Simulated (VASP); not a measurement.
# Se (R-3) in VASP: notebook

Se is run at these levels: PBE, r2SCAN; tasks: single point.

All numbers are computed with VASP 6.6.1; they aren't measurements. Logs are shortened: lines on timing, memory, paths and dates and some standing lists are left out, and cuts for length are marked.

## (1) The cell of the first run

The structure is trigonal, space group R-3 (No. 148). The conventional cell has a = 11.249 Å, b = 11.249 Å, c = 4.466 Å, α = 90.00°, β = 90.00°, γ = 120.00°. Se (site symmetry 1) has 2 Se at 2.37 Å within 3.1 Å.

## (2) Single point, PBE

File INCAR:

```
SYSTEM = Se
PREC = Accurate ; ENCUT = 520
EDIFF = 1E-6 ; ISMEAR = 0
SIGMA = 0.01 ; LREAL = .False.
LASPH = .True. ; NELM = 60
ALGO = Normal ; ISIF = 2
LWAVE = .False. ; LCHARG = .False.
GGA = PE ; NBANDS = 27
```

File KPOINTS:

```
regular mesh
0
Gamma
  6 6 6
  0 0 0
```

File POSCAR:

```
Se
1.0
    5.6247499266      3.2474508842      1.4885349492
   -5.6247499266      3.2474508842      1.4885349492
    0.0000000000     -6.4949017685      1.4885349490
Se
6
Direct
    0.8392979912      0.7150361892      0.0841378016
    0.7150361892      0.0841378016      0.8392979912
    0.0841378016      0.8392979912      0.7150361892
    0.1607020088      0.2849638108      0.9158621984
    0.2849638108      0.9158621984      0.1607020088
    0.9158621984      0.1607020088      0.2849638108
```

Potentials or basis: VASP PAW PBE potentials, release 64 (Se).

The run is started by

```console
> cat potpaw_PBE.64/Se/POTCAR > POTCAR
> mpirun -np 1 vasp_std > vasp.out
```

OUTCAR:

```text
SYSTEM = Se
   PREC = Accurate
   ENCUT = 520
   EDIFF = 1E-6
   ISMEAR = 0
   LREAL = .False.
   LASPH = .True.
   NELM = 60
   ISIF = 2
   GGA = PE

 ion  position               nearest neighbor table
   1  0.839  0.715  0.084-   5 2.37   6 2.37
   2  0.715  0.084  0.839-   4 2.37   6 2.37
   3  0.084  0.839  0.715-   5 2.37   4 2.37
   4  0.161  0.285  0.916-   2 2.37   3 2.37
   5  0.285  0.916  0.161-   1 2.37   3 2.37
   6  0.916  0.161  0.285-   2 2.37   1 2.37

  LATTYP: Found a trigonal (rhomboedric) cell.
 ALAT       =     6.6632938759
 COS(alpha) =    -0.4251431763

  Lattice vectors:

 A1 = (   5.6247499266,   3.2474508842,   1.4885349492)
 A2 = (  -5.6247499266,   3.2474508842,   1.4885349492)
 A3 = (   0.0000000000,  -6.4949017685,   1.4885349490)

Analysis of symmetry for initial positions (statically):
=====================================================================
 Subroutine PRICEL returns:
 Original cell was already a primitive cell.

 Routine SETGRP: Setting up the symmetry group for a
 trigonal (rhombohedral) supercell.

 Subroutine GETGRP returns: Found  6 space group operations
 (whereof  6 operations were pure point group operations)
 out of a pool of 12 trial point group operations.

The static configuration has the point symmetry S_6 .

Analysis of symmetry for dynamics (positions and initial velocities):
=====================================================================
 Subroutine PRICEL returns:
 Original cell was already a primitive cell.

 Routine SETGRP: Setting up the symmetry group for a
 trigonal (rhombohedral) supercell.

 Subroutine GETGRP returns: Found  6 space group operations
 (whereof  6 operations were pure point group operations)
 out of a pool of 12 trial point group operations.

The dynamic configuration has the point symmetry S_6 .

 Subroutine INISYM returns: Found  6 space group operations
 (whereof  6 operations are pure point group operations),
 and found     1 'primitive' translations

----------------------------------------------------------------------------------------

                                     Primitive cell

  volume of cell :     163.1384

  direct lattice vectors                    reciprocal lattice vectors
     5.624749927  3.247450884  1.488534949     0.088892841  0.051322306  0.223933831
    -5.624749927  3.247450884  1.488534949    -0.088892841  0.051322306  0.223933831
[... 97 lines left out ...]
   IBRION =     -1    ionic relax: 0-MD 1-quasi-New 2-CG
   NFREE  =      0    steps in history (QN), initial steepest desc. (CG)
   ISIF   =      2    stress and relaxation
   ISYM   =      2    0-nonsym 1-usesym 2-fastsym
   POTIM  = 0.5000    time-step for ionic-motion
   TEBEG  =    0.0;   TEEND  =   0.0 temperature during run
   PSTRESS=    0.0 pullay stress
   NELECT =      36.0000    total number of electrons
   NUPDOWN=      -1.0000    fix difference up-down
   EMIN   =  10.00;   EMAX   =-10.00  energy-range for DOS
   EFERMI =   0.00;   METHOD = LEGACY
   ISMEAR =     0;   SIGMA  =   0.01  broadening in eV -4-tet -1-fermi 0-gaus
   EFERMI_NEDOS =   21; number of points for ismear=-14 and -15
   IALGO  =     38    algorithm
   IMIX   =      4    mixing-type and parameters
     AMIX     =   0.40;   BMIX     =  1.00
     AMIX_MAG =   1.60;   BMIX_MAG =  1.00
  volume/ion in A,a.u.               =      27.19       183.49
  Fermi-wavevector in a.u.,A,eV,Ry     =   0.989290  1.869487 13.315951  0.978695
  Thomas-Fermi vector in A             =   2.120878
   LORBIT       =      0    0 simple, 1 ext, 2 COOP (PROOUT), +10 PAW based schemes
   GGA     = PE    functional components
   LHFCALC =     F    Hartree Fock is set to
   AEXX    =    0.0000 exact exchange contribution
   IVDW    =     0    specifies the selected vdW correction
   LEPSILON=     F    determine dielectric tensor
   LRPA    =     F    only Hartree local field effects (RPA)
 non-spin polarized calculation
 Gauss-broadening in eV      SIGMA  =   0.01
  energy-cutoff  :      520.00
  volume of cell :      163.14
 maximum number of plane-waves:      4427
 NGX is ok and might be reduce to    50
   NGX = 25   NGY = 25   NGZ = 25

 number of electron      36.0000001 magnetization

 Free energy of the ion-electron system (eV)
  ---------------------------------------------------
  ext. energy  EPLUGINS =         0.00000000
  ---------------------------------------------------
  free energy    TOTEN  =       -20.73486740 eV

  energy without entropy =      -20.73486740  energy(sigma->0) =      -20.73486740

 E-fermi :   2.4663     XC(G=0):  -8.8582

 val. band max:        2.3808477959   @ k =   0.5000   0.5000   0.5000
 cond. band min:       3.6148900590   @ k =  -0.1667   0.1667   0.1667
 fundamental gap:      1.2340422631
 Fermi energy:         2.4662938436

 k-point     1 :       0.0000    0.0000    0.0000
  band No.  band energies     occupation
      1     -13.2850      2.00000
      2     -11.5053      2.00000
      3     -11.5053      2.00000
      4      -9.3591      2.00000
      5      -9.3591      2.00000
      6      -7.8368      2.00000
[... 709 lines left out ...]
     26       8.4252      0.00000
     27       8.9472      0.00000

 [... further k-points ...]

------------------------ aborting loop because EDIFF is reached ----------------------------------------

  FORCE on cell =-STRESS in cart. coord.  units (eV):
  Direction    XX          YY          ZZ          XY          YZ          ZX
  --------------------------------------------------------------------------------------
  -------------------------------------------------------------------------------------
  Total        2.5740047      2.5740047      2.3254978     -0.0000006      0.0000000      0.0000000
  in kB       25.2792286     25.2792286     22.8386495     -0.0000056      0.0000000      0.0000000
  external PRESSURE =      24.4657022 kB  Pullay stress =       0.0000000 kB

 VOLUME and BASIS-vectors are now :
 -----------------------------------------------------------------------------
  energy-cutoff  :      520.00
  volume of cell :      163.14
      direct lattice vectors                 reciprocal lattice vectors
     5.624749927  3.247450884  1.488534949     0.088892841  0.051322306  0.223933831
    -5.624749927  3.247450884  1.488534949    -0.088892841  0.051322306  0.223933831
     0.000000000 -6.494901769  1.488534949     0.000000000 -0.102644611  0.223933831

 POSITION                                       TOTAL-FORCE (eV/Angst)
 -----------------------------------------------------------------------------------
      0.69894      4.50116      2.43892         0.115842     -0.259884     -0.225665
      3.54865     -2.85588      2.43892        -0.282987      0.029620     -0.225665
     -4.24759     -1.64528      2.43892         0.167145      0.230264     -0.225665
     -0.69894     -4.50116      2.02668        -0.115842      0.259884      0.225665
     -3.54865      2.85588      2.02668         0.282987     -0.029620      0.225665
      4.24759      1.64528      2.02668        -0.167145     -0.230264      0.225665
 -----------------------------------------------------------------------------------
    total drift:                                0.000000     -0.000000      0.000000

  FREE ENERGIE OF THE ION-ELECTRON SYSTEM (eV)
  ---------------------------------------------------
  free  energy   TOTEN  =       -20.7348674048 eV

  energy  without entropy=      -20.7348674048  energy(sigma->0) =      -20.73486740
```

OSZICAR:

```text
N       E                     dE             d eps       ncg     rms          rms(c)
DAV:   1     0.197791248150E+03    0.19779E+03   -0.14664E+04  2160   0.112E+03
DAV:   2    -0.409094884926E+01   -0.20188E+03   -0.19498E+03  2842   0.188E+02
DAV:   3    -0.207585071170E+02   -0.16668E+02   -0.16524E+02  2852   0.591E+01
DAV:   4    -0.209559021759E+02   -0.19740E+00   -0.19702E+00  2540   0.733E+00
DAV:   5    -0.209576768356E+02   -0.17747E-02   -0.17741E-02  2644   0.720E-01    0.968E+00
DAV:   6    -0.207982969746E+02    0.15938E+00   -0.91713E-02  2404   0.148E+00    0.594E+00
DAV:   7    -0.207353753377E+02    0.62922E-01   -0.19597E-01  2404   0.214E+00    0.295E-01
DAV:   8    -0.207346356002E+02    0.73974E-03   -0.17548E-02  2337   0.650E-01    0.127E-01
DAV:   9    -0.207348060665E+02   -0.17047E-03   -0.50428E-04  2729   0.114E-01    0.453E-02
DAV:  10    -0.207348613719E+02   -0.55305E-04   -0.77711E-05  2386   0.467E-02    0.109E-02
DAV:  11    -0.207348667403E+02   -0.53683E-05   -0.11022E-05  2588   0.165E-02    0.536E-03
DAV:  12    -0.207348674048E+02   -0.66448E-06   -0.17480E-06  1414   0.707E-03
   1 F= -.20734867E+02 E0= -.20734867E+02  d E =-.511698E-36
```

stdout:

```text
POSCAR found type information on POSCAR Se
 POSCAR found :  1 types and       6 ions
 scaLAPACK will be used
 LDA part: xc-table for (Slater+PW92), standard interpolation
 POSCAR, INCAR and KPOINTS ok, starting setup
 FFT: planning ... GRIDC
 FFT: planning ... GRID_SOFT
 FFT: planning ... GRID
 WAVECAR not read
 entering main loop
```

Run time: 5.9 min. Hardware: 1 thread of Oxide Virtual Turin-like, shared host; peak memory 0.36 GiB.

Results:

```yaml
Free_energy: -20.7349 eV
Pressure: 2.4 GPa
Largest_force: 0.363 eV/Å
Band_gap_on_the_k_mesh: 1.23 eV (least direct gap 1.44 eV)
```

Forces in eV/Å, atoms in the order of the input:
```
Se   0.116 -0.260 -0.226
Se  -0.283  0.030 -0.226
Se   0.167  0.230 -0.226
Se  -0.116  0.260  0.226
Se   0.283 -0.030  0.226
Se  -0.167 -0.230  0.226
```

Caveat: this functional lacks dispersion, which holds the molecules together, so the pressure and a relaxed volume are unreliable. A k mesh can miss the band edges.

## (3) Single point, r2SCAN

POSCAR is that of step 2.

File INCAR.step1:

```
SYSTEM = Se
PREC = Accurate ; ENCUT = 520
ISMEAR = 0 ; SIGMA = 0.01
LREAL = .FALSE. ; LASPH = .TRUE.
NELM = 100 ; NBANDS = 27
GGA = PE ; ALGO = Normal
EDIFF = 1E-4 ; LWAVE = .TRUE.
LCHARG = .FALSE.
```

File INCAR.step2:

```
SYSTEM = Se
PREC = Accurate ; ENCUT = 520
EDIFF = 1E-7 ; ISMEAR = 0
SIGMA = 0.01 ; LREAL = .FALSE.
LASPH = .TRUE. ; NELM = 100
ALGO = Normal ; ISIF = 2
LWAVE = .FALSE. ; LCHARG = .FALSE.
METAGGA = R2SCAN ; LMIXTAU = .TRUE.
NBANDS = 27 ; ISTART = 1
```

File KPOINTS:

```
regular mesh
0
G
  6 6 6
  0 0 0
```

Potentials or basis: VASP PAW PBE potentials, release 64 (Se).

The run is started by

```console
> cat potpaw_PBE.64/Se/POTCAR > POTCAR
> cp INCAR.step1 INCAR
> mpirun -np 1 vasp_std > vasp.out
> cp INCAR.step2 INCAR
> mpirun -np 1 vasp_std > vasp.out
```

Run time: 33 min. Hardware: 1 thread of Oxide Virtual Turin-like, shared host; peak memory 0.39 GiB.

Results (log left out):

| Quantity | Value |
| --- | --- |
| Free energy | -85.6824 eV |
| Pressure | 0.8 GPa |
| Largest force | 0.040 eV/Å |
| Band gap on the k mesh | 1.51 eV (least direct gap 1.73 eV) |

Forces on the atoms (eV/Å):
```
Se  -0.009  0.026  0.029
Se   0.027 -0.005  0.029
Se  -0.018 -0.021  0.029
Se   0.009 -0.026 -0.029
Se  -0.027  0.005 -0.029
Se   0.018  0.021 -0.029
```

Stress tensor (GPa, compression positive):
```
0.76 0.00 0.00
0.00 0.76 0.00
0.00 0.00 0.91
```

Levels at points of the mesh, in eV from the valence-band top:
```csv
k point,band 16,band 17,band 18,band 19,band 20,band 21
"(0.00, 0.00, 0.00)",-0.71,-0.61,-0.61,2.07,2.07,2.87
"(0.50, 0.00, 0.00)",-0.82,-0.25,-0.24,2.00,2.16,2.94
"(0.50, 0.50, 0.00)",-1.19,-0.88,-0.27,1.76,2.01,2.59
"(0.50, 0.50, 0.50)",-1.35,-1.35,0.00,1.77,1.77,2.13
```

Caveat: the PAW data sets were made with another functional, which shifts forces and pressure a little. A k mesh can miss the band edges.
